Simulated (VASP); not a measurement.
# Ta (Im-3m) in VASP: single point with PBE

Aim: the single point of Ta with PBE.

Everything below comes from runs of VASP 6.6.1. Logs are shortened: lines on timing, memory, paths and dates and some standing lists are left out, and cuts for length are marked.

## (1) The cell of the first run

Symmetry: Im-3m, No. 229, cubic system. The conventional cell has a = 3.303 Å, b = 3.303 Å, c = 3.303 Å, α = 90.00°, β = 90.00°, γ = 90.00°. Within 3.8 Å of Ta (site symmetry m-3m) lie 14 Ta at 2.86 to 3.30 Å.

## (2) Single point, PBE, non-collinear spin, zero start, spin-orbit coupling

Input file INCAR:

```
SYSTEM = Ta
  PREC = Accurate
  ENCUT = 520
  EDIFF = 1E-7
  ISMEAR = -1
  SIGMA = 0.08
  LREAL = .FALSE.
  LASPH = .TRUE.
  NELM = 150
  ALGO = Normal
  ISIF = 2
  LWAVE = .FALSE.
  LCHARG = .FALSE.
  MAGMOM = 0 0 0
  LORBIT = 11
  LSORBIT = .TRUE.
  GGA_COMPAT = .FALSE.
  LORBMOM = .TRUE.
  LMAXMIX = 4
  GGA = PE
  NBANDS = 22
```

Input file KPOINTS:

```
Automatic mesh
0
G
  17 17 17
  0 0 0
```

Input file POSCAR:

```
Ta
1.0
   -1.6512800000      1.6512800000      1.6512800000
    1.6512800000     -1.6512800000      1.6512800000
    1.6512800000      1.6512800000     -1.6512800000
Ta
1
Direct
    0.0000000000      0.0000000000      0.0000000000
```

Potentials or basis: VASP PAW PBE potentials, release 64 (Ta_pv).

Launch:

```
> cat potpaw_PBE.64/Ta_pv/POTCAR > POTCAR
> mpirun -np 1 vasp_ncl > vasp.out
```

OUTCAR:

```text
SYSTEM = Ta
   PREC = Accurate
   ENCUT = 520
   EDIFF = 1E-7
   ISMEAR = -1
   LREAL = .FALSE.
   LASPH = .TRUE.
   NELM = 150
   ISIF = 2
   LORBIT = 11
   LSORBIT = .TRUE.
   GGA = PE

 ion  position               nearest neighbor table
   1  0.000  0.000  0.000-

  LATTYP: Found a body centered cubic cell.
 ALAT       =     3.3025600000

  Lattice vectors:

 A1 = (  -1.6512800000,   1.6512800000,   1.6512800000)
 A2 = (   1.6512800000,  -1.6512800000,   1.6512800000)
 A3 = (   1.6512800000,   1.6512800000,  -1.6512800000)

Analysis of symmetry for initial positions (statically):
=====================================================================
 Subroutine PRICEL returns:
 Original cell was already a primitive cell.

 Routine SETGRP: Setting up the symmetry group for a
 body centered cubic supercell.

 Subroutine GETGRP returns: Found 48 space group operations
 (whereof 48 operations were pure point group operations)
 out of a pool of 48 trial point group operations.

The static configuration has the point symmetry O_h .

Analysis of symmetry for dynamics (positions and initial velocities):
=====================================================================
 Subroutine PRICEL returns:
 Original cell was already a primitive cell.

 Routine SETGRP: Setting up the symmetry group for a
 body centered cubic supercell.

 Subroutine GETGRP returns: Found 48 space group operations
 (whereof 48 operations were pure point group operations)
 out of a pool of 48 trial point group operations.

The dynamic configuration has the point symmetry O_h .

Analysis of structural, dynamic, and magnetic symmetry:
=====================================================================
 Subroutine PRICEL returns:
 Original cell was already a primitive cell.

 Routine SETGRP: Setting up the symmetry group for a
 body centered cubic supercell.

 Subroutine GETGRP returns: Found 48 space group operations
 (whereof 48 operations were pure point group operations)
 out of a pool of 48 trial point group operations.

The overall configuration has the point symmetry O_h .

 Subroutine INISYM returns: Found 48 space group operations
 (whereof 48 operations are pure point group operations),
 and found     1 'primitive' translations

----------------------------------------------------------------------------------------

                                     Primitive cell

  volume of cell :      18.0104

  direct lattice vectors                    reciprocal lattice vectors
    -1.651280000  1.651280000  1.651280000     0.000000000  0.302795407  0.302795407
     1.651280000 -1.651280000  1.651280000     0.302795407  0.000000000  0.302795407
     1.651280000  1.651280000 -1.651280000     0.302795407  0.302795407  0.000000000

  length of vectors
     2.860100858  2.860100858  2.860100858     0.428217371  0.428217371  0.428217371

  position of ions in fractional coordinates (direct lattice)
     0.000000000  0.000000000  0.000000000

  ion indices of the primitive-cell ions
   primitive index   ion index
                 1           1

----------------------------------------------------------------------------------------

 KPOINTS: Automatic mesh

Automatic generation of k-mesh.
 Grid dimensions read from file:
 generate k-points for:   17   17   17

 Generating k-lattice:

  Cartesian coordinates                     Fractional coordinates (reciprocal lattice)
     0.000000000  0.017811495  0.017811495     0.058823529  0.000000000  0.000000000
     0.017811495  0.000000000  0.017811495     0.000000000  0.058823529  0.000000000
     0.017811495  0.017811495  0.000000000     0.000000000  0.000000000  0.058823529

  Length of vectors
     0.025189257  0.025189257  0.025189257

  Shift w.r.t. Gamma in fractional coordinates (k-lattice)
     0.000000000  0.000000000  0.000000000

 Subroutine IBZKPT returns following result:
[... 47 lines left out ...]
   ENCUT  =  520.0 eV  38.22 Ry    6.18 a.u.   5.32  5.32  5.32*2*pi/ulx,y,z
   NELM   =    150;   NELMIN=  2; NELMDL= -5     # of ELM steps
   EDIFF  = 0.1E-06   stopping-criterion for ELM
   LREAL  =      F    real-space projection
   EDIFFG = 0.1E-05   stopping-criterion for IOM
   NSW    =      0    number of steps for IOM
   IBRION =     -1    ionic relax: 0-MD 1-quasi-New 2-CG
   NFREE  =      0    steps in history (QN), initial steepest desc. (CG)
   ISIF   =      2    stress and relaxation
   ISYM   =      2    0-nonsym 1-usesym 2-fastsym
   POTIM  = 0.5000    time-step for ionic-motion
   TEBEG  =    0.0;   TEEND  =   0.0 temperature during run
   PSTRESS=    0.0 pullay stress
   NELECT =      11.0000    total number of electrons
   NUPDOWN=      -1.0000    fix difference up-down
   EMIN   =  10.00;   EMAX   =-10.00  energy-range for DOS
   EFERMI =   0.00;   METHOD = LEGACY
   ISMEAR =    -1;   SIGMA  =   0.08  broadening in eV -4-tet -1-fermi 0-gaus
   EFERMI_NEDOS =   21; number of points for ismear=-14 and -15
   IALGO  =     38    algorithm
   IMIX   =      4    mixing-type and parameters
     AMIX     =   0.40;   BMIX     =  1.00
     AMIX_MAG =   1.60;   BMIX_MAG =  1.00
  volume/ion in A,a.u.               =      18.01       121.54
  Fermi-wavevector in a.u.,A,eV,Ry     =   1.388988  2.624806 26.249534  1.929286
  Thomas-Fermi vector in A             =   2.513061
   LORBIT       =     11    0 simple, 1 ext, 2 COOP (PROOUT), +10 PAW based schemes
   GGA     = PE    functional components
   LHFCALC =     F    Hartree Fock is set to
   AEXX    =    0.0000 exact exchange contribution
   IVDW    =     0    specifies the selected vdW correction
   LEPSILON=     F    determine dielectric tensor
   LRPA    =     F    only Hartree local field effects (RPA)
  energy-cutoff  :      520.00
  volume of cell :       18.01
 maximum number of plane-waves:       992
 NGX is ok and might be reduce to    24
   NGX = 11   NGY = 11   NGZ = 11

 number of electron      11.0000000 magnetization       0.0000000      0.0000000      0.0000000

 number of electron      11.0000002 magnetization       0.0000000     -0.0000000      0.0000000

 number of electron      11.0000002 magnetization      -0.0000000      0.0000000     -0.0000000

 Free energy of the ion-electron system (eV)
  ---------------------------------------------------
  ext. energy  EPLUGINS =         0.00000000
  ---------------------------------------------------
  free energy    TOTEN  =       -12.53823655 eV

  energy without entropy =      -12.50991074  energy(sigma->0) =      -12.52407364

 E-fermi :   5.4736     XC(G=0): -12.6181

 val. band max:        5.4677932970   @ k =  -0.3529   0.3529   0.0588
 cond. band min:       5.4813418856   @ k =   0.1765   0.0588   0.0000
 fundamental gap:      0.0135485886
 Fermi energy:         5.4735977595

 k-point     1 :       0.0000    0.0000    0.0000
  band No.  band energies     occupation
      1     -33.0645      1.00000
      2     -33.0645      1.00000
      3     -25.0103      1.00000
      4     -25.0103      1.00000
      5     -25.0103      1.00000
      6     -25.0103      1.00000
[... 589 lines left out ...]
     21      20.2022      0.00000
     22      20.2022      0.00000

 [... further k-points ...]

------------------------ aborting loop because EDIFF is reached ----------------------------------------

  FORCE on cell =-STRESS in cart. coord.  units (eV):
  Direction    XX          YY          ZZ          XY          YZ          ZX
  --------------------------------------------------------------------------------------
  -------------------------------------------------------------------------------------
  Total        0.3407856      0.3407856      0.3407856      0.0000000      0.0000000     -0.0000000
  in kB       30.3158461     30.3158461     30.3158461      0.0000000      0.0000000     -0.0000000
  external PRESSURE =      30.3158461 kB  Pullay stress =       0.0000000 kB

 VOLUME and BASIS-vectors are now :
 -----------------------------------------------------------------------------
  energy-cutoff  :      520.00
  volume of cell :       18.01
      direct lattice vectors                 reciprocal lattice vectors
    -1.651280000  1.651280000  1.651280000     0.000000000  0.302795407  0.302795407
     1.651280000 -1.651280000  1.651280000     0.302795407  0.000000000  0.302795407
     1.651280000  1.651280000 -1.651280000     0.302795407  0.302795407  0.000000000

 POSITION                                       TOTAL-FORCE (eV/Angst)
 -----------------------------------------------------------------------------------
      0.00000      0.00000      0.00000        -0.000000      0.000000     -0.000000
 -----------------------------------------------------------------------------------
    total drift:                               -0.000000      0.000000      0.000000

  FREE ENERGIE OF THE ION-ELECTRON SYSTEM (eV)
  ---------------------------------------------------
  free  energy   TOTEN  =       -12.5382365466 eV

  energy  without entropy=      -12.5099107426  energy(sigma->0) =      -12.52407364

 orbital moment (x)

 # of ion     p       d       tot
 ----------------------------------------
  1         0.000  -0.000  -0.000
 ----------------------------------------
            0.000  -0.000  -0.000

 orbital moment (y)

 # of ion     p       d       tot
 ----------------------------------------
  1        -0.000   0.000   0.000
 ----------------------------------------
           -0.000   0.000   0.000

 orbital moment (z)

 # of ion     p       d       tot
 ----------------------------------------
  1        -0.000   0.000   0.000
 ----------------------------------------
           -0.000   0.000   0.000

 Spin-Orbit-Coupling matrix elements

 Ion:    1  E_soc:     -1.4137858
 l=   1
     0.0000000    -0.2144318    -0.2144318
    -0.2144318     0.0000000    -0.2144318
    -0.2144318    -0.2144318     0.0000000
 l=   2
     0.0000000    -0.0053341     0.0000000    -0.0053341    -0.0158650
    -0.0053341     0.0000000    -0.0118988    -0.0053341    -0.0039663
     0.0000000    -0.0118988     0.0000000    -0.0118988     0.0000000
    -0.0053341    -0.0053341    -0.0118988     0.0000000    -0.0039663
    -0.0158650    -0.0039663     0.0000000    -0.0039663     0.0000000
 l=   3
     0.0000000     0.0000000     0.0000000     0.0000000     0.0000000     0.0000000     0.0000000
     0.0000000     0.0000000     0.0000000     0.0000000     0.0000000     0.0000000     0.0000000
     0.0000000     0.0000000     0.0000000     0.0000000     0.0000000     0.0000000     0.0000000
     0.0000000     0.0000000     0.0000000     0.0000000     0.0000000     0.0000000     0.0000000
     0.0000000     0.0000000     0.0000000     0.0000000     0.0000000     0.0000000     0.0000000
     0.0000000     0.0000000     0.0000000     0.0000000     0.0000000     0.0000000     0.0000000
     0.0000000     0.0000000     0.0000000     0.0000000     0.0000000     0.0000000     0.0000000

 total charge

# of ion       s       p       d       tot
------------------------------------------
    1        0.371   6.167   2.407   8.945

 magnetization (x)

# of ion       s       p       d       tot
------------------------------------------
    1       -0.000   0.000   0.000  -0.000

 magnetization (y)

# of ion       s       p       d       tot
------------------------------------------
    1       -0.000  -0.000   0.000   0.000

 magnetization (z)

# of ion       s       p       d       tot
------------------------------------------
    1       -0.000  -0.000   0.000  -0.000
```

Run time: 2.3 min. Hardware: 1 thread of Intel Xeon Platinum 8488C (Sapphire Rapids), shared host; peak memory 0.26 GiB.

What came out:

| Item | Value |
| --- | --- |
| Free energy | -12.5382 eV |
| Pressure | 3.0 GPa |
| Net moment | 0.00 μB per cell |
| Valence electrons inside the program's atomic spheres | Ta 8.95 |

Moments on the atoms (μB; x, y, z):
```
Ta  0.00 0.00 0.00
```

Caveat: the cell stands under pressure.
